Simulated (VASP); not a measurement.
# Sb (R-3m) in VASP: further runs

The runs below take Sb through single point, relaxation of cell and atoms, with PBE.

Program: VASP 6.6.1. These are calculated values, not measurements. Logs are shortened: lines on timing, memory, paths and dates and some standing lists are left out, and cuts for length are marked.

### Step 1. The cell of the first run

It takes space group R-3m (No. 166, trigonal). Conventional cell: a = 4.308 Å, b = 4.308 Å, c = 11.274 Å, α = 90.00°, β = 90.00°, γ = 120.00°. Within 3.9 Å of Sb (site symmetry 3m) lie 6 Sb at 2.93 to 3.33 Å.

### Step 2. Single point, PBE

The input, INCAR:

```
SYSTEM = Sb
PREC = Accurate
ENCUT = 520
EDIFF = 1E-6
ISMEAR = -1
SIGMA = 0.05
LREAL = .False.
LASPH = .True.
NELM = 80
ALGO = Normal
ISIF = 2
LWAVE = .False.
LCHARG = .False.
GGA = PE
NBANDS = 12
```

The input, KPOINTS:

```
regular mesh
0
Gamma
  8 8 8
  0 0 0
```

The input, POSCAR:

```
Sb
1.0
    2.1542000000      1.2437279499      3.7580000000
   -2.1542000000      1.2437279499      3.7580000000
    0.0000000000     -2.4874558998      3.7580000000
Sb
2
Direct
    0.7649284759      0.7649284759      0.7649284759
    0.2350715241      0.2350715241      0.2350715241
```

Potentials or basis: VASP PAW PBE potentials, release 64 (Sb).

Launch:

```sh
$ cat potpaw_PBE.64/Sb/POTCAR > POTCAR
$ mpirun -np 1 vasp_std > vasp.out
```

OUTCAR:

```text
SYSTEM = Sb
   PREC = Accurate
   ENCUT = 520
   EDIFF = 1E-6
   ISMEAR = -1
   LREAL = .False.
   LASPH = .True.
   NELM = 80
   ISIF = 2
   GGA = PE

 ion  position               nearest neighbor table
   1  0.765  0.765  0.765-   2 2.93   2 2.93   2 2.93   2 3.33   2 3.33   2 3.33
   2  0.235  0.235  0.235-   1 2.93   1 2.93   1 2.93   1 3.33   1 3.33   1 3.33

  LATTYP: Found a trigonal (rhomboedric) cell.
 ALAT       =     4.5066618304
 COS(alpha) =     0.5430253624

  Lattice vectors:

 A1 = (   2.1542000000,   1.2437279499,   3.7580000000)
 A2 = (  -2.1542000000,   1.2437279499,   3.7580000000)
 A3 = (   0.0000000000,  -2.4874558998,   3.7580000000)

Analysis of symmetry for initial positions (statically):
=====================================================================
 Subroutine PRICEL returns:
 Original cell was already a primitive cell.

 Routine SETGRP: Setting up the symmetry group for a
 trigonal (rhombohedral) supercell.

 Subroutine GETGRP returns: Found 12 space group operations
 (whereof 12 operations were pure point group operations)
 out of a pool of 12 trial point group operations.

The static configuration has the point symmetry D_3d.

Analysis of symmetry for dynamics (positions and initial velocities):
=====================================================================
 Subroutine PRICEL returns:
 Original cell was already a primitive cell.

 Routine SETGRP: Setting up the symmetry group for a
 trigonal (rhombohedral) supercell.

 Subroutine GETGRP returns: Found 12 space group operations
 (whereof 12 operations were pure point group operations)
 out of a pool of 12 trial point group operations.

The dynamic configuration has the point symmetry D_3d.

 Subroutine INISYM returns: Found 12 space group operations
 (whereof 12 operations are pure point group operations),
 and found     1 'primitive' translations

----------------------------------------------------------------------------------------

                                     Primitive cell

  volume of cell :      60.4115

  direct lattice vectors                    reciprocal lattice vectors
     2.154200000  1.243727950  3.758000000     0.232104726  0.134005726  0.088699663
    -2.154200000  1.243727950  3.758000000    -0.232104726  0.134005726  0.088699663
     0.000000000 -2.487455900  3.758000000     0.000000000 -0.268011452  0.088699663

  length of vectors
     4.506661830  4.506661830  4.506661830     0.282307932  0.282307932  0.282307932

  position of ions in fractional coordinates (direct lattice)
     0.764928476  0.764928476  0.764928476
     0.235071524  0.235071524  0.235071524

  ion indices of the primitive-cell ions
   primitive index   ion index
                 1           1
                 2           2

----------------------------------------------------------------------------------------

 KPOINTS: regular mesh

Automatic generation of k-mesh.
 Grid dimensions read from file:
 generate k-points for:    8    8    8

 Generating k-lattice:

  Cartesian coordinates                     Fractional coordinates (reciprocal lattice)
     0.029013091  0.016750716  0.011087458     0.125000000  0.000000000  0.000000000
    -0.029013091  0.016750716  0.011087458     0.000000000  0.125000000  0.000000000
     0.000000000 -0.033501431  0.011087458     0.000000000  0.000000000  0.125000000

  Length of vectors
     0.035288491  0.035288491  0.035288491

  Shift w.r.t. Gamma in fractional coordinates (k-lattice)
     0.000000000  0.000000000  0.000000000

 Subroutine IBZKPT returns following result:
 ===========================================

 Found     65 irreducible k-points:

 Following reciprocal coordinates:
            Coordinates               Weight
  0.000000  0.000000  0.000000      1.000000
  0.125000 -0.000000  0.000000      6.000000
  0.250000 -0.000000  0.000000      6.000000
  0.375000 -0.000000 -0.000000      6.000000
  0.500000 -0.000000  0.000000      3.000000
  0.125000  0.125000  0.000000      6.000000
[... 16 lines left out ...]
  0.250000  0.125000  0.125000      6.000000
  0.375000  0.125000  0.125000      6.000000
 [... further k-points ...]
   k-points           NKPTS =     65   k-points in BZ     NKDIM =     65   number of bands    NBANDS=     12
   number of dos      NEDOS =    301   number of ions     NIONS =      2
   total plane-waves  NPLWV =  46656
   dimension x,y,z NGX =    36 NGY =   36 NGZ =   36
   dimension x,y,z NGXF=    72 NGYF=   72 NGZF=   72
   ions per type =               2
   NGX,Y,Z   is equivalent  to a cutoff of  13.28, 13.28, 13.28 a.u.
   NGXF,Y,Z  is equivalent  to a cutoff of  26.56, 26.56, 26.56 a.u.
 SYSTEM =  Sb
   PREC   = accura    normal or accurate (medium, high low for compatibility)
   ISTART =      0    job   : 0-new  1-cont  2-samecut
   ICHARG =      2    charge: 1-file 2-atom 10-const
   ISPIN  =      1    spin polarized calculation?
   LNONCOLLINEAR =      F non collinear calculations
   LSORBIT =      F    spin-orbit coupling
   LASPH  =      T    aspherical Exc in radial PAW
   ENCUT  =  520.0 eV  38.22 Ry    6.18 a.u.   8.38  8.38  8.38*2*pi/ulx,y,z
   NELM   =     80;   NELMIN=  2; NELMDL= -5     # of ELM steps
   EDIFF  = 0.1E-05   stopping-criterion for ELM
   LREAL  =      F    real-space projection
   EDIFFG = 0.1E-04   stopping-criterion for IOM
   NSW    =      0    number of steps for IOM
   IBRION =     -1    ionic relax: 0-MD 1-quasi-New 2-CG
   NFREE  =      0    steps in history (QN), initial steepest desc. (CG)
   ISIF   =      2    stress and relaxation
   ISYM   =      2    0-nonsym 1-usesym 2-fastsym
   POTIM  = 0.5000    time-step for ionic-motion
   TEBEG  =    0.0;   TEEND  =   0.0 temperature during run
   PSTRESS=    0.0 pullay stress
   NELECT =      10.0000    total number of electrons
   NUPDOWN=      -1.0000    fix difference up-down
   EMIN   =  10.00;   EMAX   =-10.00  energy-range for DOS
   EFERMI =   0.00;   METHOD = LEGACY
   ISMEAR =    -1;   SIGMA  =   0.05  broadening in eV -4-tet -1-fermi 0-gaus
   EFERMI_NEDOS =   21; number of points for ismear=-14 and -15
   IALGO  =     38    algorithm
   IMIX   =      4    mixing-type and parameters
     AMIX     =   0.40;   BMIX     =  1.00
     AMIX_MAG =   1.60;   BMIX_MAG =  1.00
  volume/ion in A,a.u.               =      30.21       203.84
  Fermi-wavevector in a.u.,A,eV,Ry     =   0.898880  1.698637 10.993305  0.807985
  Thomas-Fermi vector in A             =   2.021644
   LORBIT       =      0    0 simple, 1 ext, 2 COOP (PROOUT), +10 PAW based schemes
   GGA     = PE    functional components
   LHFCALC =     F    Hartree Fock is set to
   AEXX    =    0.0000 exact exchange contribution
   IVDW    =     0    specifies the selected vdW correction
   LEPSILON=     F    determine dielectric tensor
   LRPA    =     F    only Hartree local field effects (RPA)
 non-spin polarized calculation
  energy-cutoff  :      520.00
  volume of cell :       60.41
 maximum number of plane-waves:      1638
 NGX is ok and might be reduce to    36
   NGX = 17   NGY = 17   NGZ = 17

 number of electron      10.0000000 magnetization

 Free energy of the ion-electron system (eV)
  ---------------------------------------------------
  ext. energy  EPLUGINS =         0.00000000
  ---------------------------------------------------
  free energy    TOTEN  =        -8.26180095 eV

  energy without entropy =       -8.25815514  energy(sigma->0) =       -8.25997804

 E-fermi :   7.3624     XC(G=0):  -9.5371

 val. band max:        7.0868503995   @ k =   0.5000  -0.0000   0.0000
 cond. band min:       7.3635419239   @ k =   0.5000   0.5000   0.5000
 fundamental gap:      0.2766915245
 Fermi energy:         7.3624195358

 k-point     1 :       0.0000    0.0000    0.0000
  band No.  band energies     occupation
      1      -5.4124      2.00000
      2       2.4640      2.00000
      3       5.1619      2.00000
      4       5.5171      2.00000
      5       5.5171      2.00000
      6       9.4824      0.00000
      7      10.0089      0.00000
      8      10.0089      0.00000
      9      12.3269      0.00000
     10      12.3269      0.00000
     11      12.3878      0.00000
     12      13.8985      0.00000

 k-point     2 :       0.1250   -0.0000    0.0000
  band No.  band energies     occupation
      1      -5.2399      2.00000
      2       1.7430      2.00000
      3       5.2217      2.00000
      4       5.4847      2.00000
      5       5.7785      2.00000
      6       9.3231      0.00000
      7       9.5432      0.00000
      8       9.5683      0.00000
      9      11.8380      0.00000
     10      12.2082      0.00000
     11      12.4584      0.00000
     12      14.9781      0.00000

 k-point     3 :       0.2500   -0.0000    0.0000
  band No.  band energies     occupation
      1      -4.7275      2.00000
      2       0.2908      2.00000
      3       5.2724      2.00000
      4       5.4353      2.00000
      5       6.2157      2.00000
      6       8.5659      0.00000
      7       8.6013      0.00000
      8       8.6804      0.00000
      9      12.2039      0.00000
     10      12.7859      0.00000
     11      13.3220      0.00000
     12      17.0101      0.00000
[... 286 lines left out ...]
 k-point    23 :       0.2500    0.1250    0.1250
  band No.  band energies     occupation
      1      -5.0040      2.00000
      2       0.9102      2.00000
      3       4.5215      2.00000
      4       5.8890      2.00000
      5       6.7193      1.99999
      6       8.4611      0.00000
      7       8.4681      0.00000
      8      10.3052      0.00000
      9      11.9883      0.00000
     10      12.5175      0.00000
     11      13.3124      0.00000
     12      14.7134      0.00000

 k-point    24 :       0.3750    0.1250    0.1250
  band No.  band energies     occupation
      1      -4.4073      2.00000
      2      -0.2719      2.00000
      3       3.9206      2.00000
      4       5.8488      2.00000
      5       7.3858      0.77049
      6       7.4592      0.25247
      7       7.8506      0.00012
      8      10.2962      0.00000
      9      12.3119      0.00000
     10      13.2536      0.00000
     11      14.4503      0.00000
     12      16.2058      0.00000

 [... further k-points ...]

------------------------ aborting loop because EDIFF is reached ----------------------------------------

  FORCE on cell =-STRESS in cart. coord.  units (eV):
  Direction    XX          YY          ZZ          XY          YZ          ZX
  --------------------------------------------------------------------------------------
  -------------------------------------------------------------------------------------
  Total        0.9372946      0.9372946      0.6805987      0.0000000      0.0000000      0.0000000
  in kB       24.8580602     24.8580602     18.0502103      0.0000000      0.0000000      0.0000000
  external PRESSURE =      22.5887769 kB  Pullay stress =       0.0000000 kB

 VOLUME and BASIS-vectors are now :
 -----------------------------------------------------------------------------
  energy-cutoff  :      520.00
  volume of cell :       60.41
      direct lattice vectors                 reciprocal lattice vectors
     2.154200000  1.243727950  3.758000000     0.232104726  0.134005726  0.088699663
    -2.154200000  1.243727950  3.758000000    -0.232104726  0.134005726  0.088699663
     0.000000000 -2.487455900  3.758000000     0.000000000 -0.268011452  0.088699663

 POSITION                                       TOTAL-FORCE (eV/Angst)
 -----------------------------------------------------------------------------------
      0.00000      0.00000      8.62380         0.000000      0.000000     -0.027872
      0.00000      0.00000      2.65020         0.000000     -0.000000      0.027872
 -----------------------------------------------------------------------------------
    total drift:                               -0.000000     -0.000000      0.000000

  FREE ENERGIE OF THE ION-ELECTRON SYSTEM (eV)
  ---------------------------------------------------
  free  energy   TOTEN  =        -8.2618009463 eV

  energy  without entropy=       -8.2581551394  energy(sigma->0) =       -8.25997804
```

It took 67 s on 1 thread of Intel Xeon 8259CL, shared host; peak memory 0.22 GiB.

What came out:

| Quantity | Value |
| --- | --- |
| Free energy | -8.2618 eV |
| Pressure | 2.3 GPa |
| Largest force | 0.028 eV/Å |
| Band gap on the k mesh | zero (bands 5 and 6 overlap by 0.30 eV) |

Forces on the atoms (eV/Å):
```
Sb   0.000  0.000 -0.028
Sb   0.000  0.000  0.028
```

Stress tensor (GPa, compression positive):
```
2.49 0.00 0.00
0.00 2.49 0.00
0.00 0.00 1.81
```

Caveat: spin-orbit coupling is left out, which moves the levels of the heavy elements.

### Step 3. Relaxation of cell and atoms, PBE

The input, INCAR:

```
  PREC = Accurate
  ENCUT = 600
  EDIFF = 1E-7
  ISMEAR = -1
  SIGMA = 0.05
  LREAL = F
  LASPH = T
  NELM = 60
  ALGO = Normal
  ISIF = 3
  LWAVE = F
  LCHARG = F
  GGA = PE
  IBRION = 2
  NSW = 80
  EDIFFG = -0.005
```

The input, KPOINTS:

```
regular mesh
0
Gamma
  6 6 6
```

The input, POSCAR:

```
Sb
1.0
    2.1542000000      1.2437279499      3.7580000000
   -2.1542000000      1.2437279499      3.7580000000
    0.0000000000     -2.4874558998      3.7580000000
Sb
2
Direct
    0.7665100000      0.7665100000      0.7665100000
    0.2334900000      0.2334900000      0.2334900000
```

Potentials or basis: VASP PAW PBE potentials, release 64 (Sb).

Launch:

```sh
$ cat potpaw_PBE.64/Sb/POTCAR > POTCAR
$ mpirun -np 1 vasp_std > vasp.out
```

Run time: 2.9 min. Hardware: 1 thread of Intel Xeon 8259CL, shared host; peak memory 0.22 GiB.

It converged, with:

| Property | Result |
| --- | --- |
| Free energy | -8.2985 eV |
| Relaxed volume | 32.11 Å³/atom |
| Relaxed cell | a = 4.621 Å, b = 4.621 Å, c = 4.621 Å, α = 56.54°, β = 56.54°, γ = 56.54° |
| Space group after relaxing (to 0.1 Å) | R-3m (No. 166) |
| Energy gained by relaxing | 14.4 meV/atom |
| Ionic steps | 8 |
| Pressure after relaxing | 0.0 GPa |
| Band gap on the k mesh | zero (bands 5 and 6 overlap by 0.18 eV) |

The path:
```csv
step,energy change (eV),largest force (eV/Å),pressure (GPa),volume (Å³)
1,0.0000,0.1138,2.83,60.41
2,-0.0152,0.2980,-1.43,65.19
3,-0.0247,0.1516,0.06,63.28
4,-0.0265,0.1049,0.04,63.51
5,-0.0283,0.0116,0.02,63.93
6,-0.0284,0.0121,0.01,64.04
7,-0.0287,0.0061,0.00,64.12
8,-0.0288,0.0011,-0.01,64.21
```

Final structure:
```
Sb
1.0
     2.18882    1.26371    3.86910
    -2.18882    1.26371    3.86910
     0.00000   -2.52743    3.86910
Sb
2
Direct
  0.76828 0.76828 0.76828
  0.23172 0.23172 0.23172
```

Levels at points of the mesh, in eV from the Fermi level:
| k point | band 3 | band 4 | band 5 | band 6 | band 7 | band 8 |
| --- | --- | --- | --- | --- | --- | --- |
| (0.00, 0.00, 0.00) | -1.90 | -1.65 | -1.65 | 1.91 | 2.59 | 2.59 |
| (0.50, 0.00, 0.00) | -1.89 | -1.80 | -0.23 | -0.18 | 0.31 | 0.75 |
| (0.50, 0.50, 0.00) | -5.00 | -3.43 | -3.36 | 1.66 | 4.66 | 5.39 |
| (0.50, 0.50, 0.50) | -1.23 | -1.23 | -0.54 | 0.35 | 0.35 | 1.17 |

Caveat: spin-orbit coupling is left out, which moves the levels of the heavy elements. PBE usually gives volumes a little too large and moduli too small.

(Continued in part 2 of 2.)

The gap in the log of VASP goes by the Fermi energy; the results here count the filled bands.